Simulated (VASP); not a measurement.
A run of VASP 6.6.1 is set up as follows.

The input POSCAR:

```
Hf
1.0
    2.4508421608      0.0000000000      0.0000000000
   -1.2254210804      2.1224915719      0.0000000000
    0.0000000000      0.0000000000      3.8682614079
Hf
2
Direct
    0.3333333333      0.6666666667      0.2500000000
    0.6666666667      0.3333333333      0.7500000000
```

The input INCAR.step1:

```
SYSTEM = Hf
ALGO = Normal
EDIFF = 1E-4
ENCUT = 600
GGA = PE
ISMEAR = -1
LASPH = .TRUE.
LCHARG = .FALSE.
LREAL = .FALSE.
LWAVE = .TRUE.
NELM = 100
PREC = Accurate
SIGMA = 0.1
```

The input INCAR.step2:

```
SYSTEM = Hf
ALGO = Normal
EDIFF = 1E-7
EDIFFG = -0.005
ENCUT = 600
IBRION = 2
ISIF = 4
ISMEAR = -1
ISTART = 1
LASPH = .TRUE.
LCHARG = .FALSE.
LMIXTAU = .TRUE.
LREAL = .FALSE.
LWAVE = .FALSE.
METAGGA = R2SCAN
NELM = 100
NSW = 50
PREC = Accurate
SIGMA = 0.1
```

File KPOINTS:

```
k-points
0
G
  14 14 8
  0 0 0
```

Potentials or basis: VASP PAW PBE potentials, release 64 (Hf_pv).

Command:

```sh
$ cat potpaw_PBE.64/Hf_pv/POTCAR > POTCAR
$ cp INCAR.step1 INCAR
$ mpirun -np 1 vasp_std > vasp.out
$ cp INCAR.step2 INCAR
$ mpirun -np 1 vasp_std > vasp.out
```

Task: Predict the band gap on the k mesh.

Result: Zero (band 10 reaches 13.17 eV, above the bottom of band 11 at 11.14 eV).

Step by step:
```tsv
step	energy change (eV)	largest force (eV/Å)	pressure (GPa)	volume (Å³)
1	0.0000	0.0000	333.50	20.12
2	-0.1970	0.0000	334.03	20.12
3	-0.2323	0.0000	333.14	20.12
4	-0.2323	0.0000	333.12	20.12
5	-0.2323	0.0000	333.12	20.12
6	-0.2323	0.0000	333.12	20.12
7	-0.2323	0.0000	333.12	20.12
8	-0.2323	0.0000	333.12	20.12
9	-0.2323	0.0000	333.13	20.12
10	-0.2323	0.0000	333.13	20.12
11	-0.2323	0.0000	333.13	20.12
12	-0.2323	0.0000	333.13	20.12
13	-0.2323	0.0000	333.13	20.12
14	-0.2323	0.0000	333.13	20.12
```

Caveat: the PAW data sets were made with another functional, which shifts forces and pressure a little; spin-orbit coupling is left out, which moves the levels of the heavy elements.
